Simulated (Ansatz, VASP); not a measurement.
# Zr in VASP and in Ansatz

```
CELL_PARAMETERS angstrom
3.23183 0.00000 0.00000
-1.61592 2.79885 0.00000
0.00000 0.00000 5.17154
ATOMIC_POSITIONS crystal
Zr 0.33333 0.66667 0.25000
Zr 0.66667 0.33333 0.75000
```

Alike in both runs: functional PBE; k mesh 21 × 21 × 12; occupations gaussian, width 0.1 eV; no spin polarisation.

Ansatz relaxed the structure, and its values are those at the end. VASP's run is a single point on that final structure, the one shown.

|  | VASP | Ansatz |
| --- | --- | --- |
| version | VASP 6.6.1 | Ansatz 0.2.0 |
| potentials or method | VASP PAW PBE potentials, release 64 (Zr_sv), cutoff 520 eV | scalar-relativistic, plane waves, PAW |
| valence electrons in the cell | 24 | 24 |

```csv
,VASP,Ansatz,Ansatz less VASP
gap on the k mesh at the Fermi level (eV),none,none,-
pressure (GPa),0.0,0.0,-0.01
```

A gap of «none» marks a metal or a gap that the smearing closes.
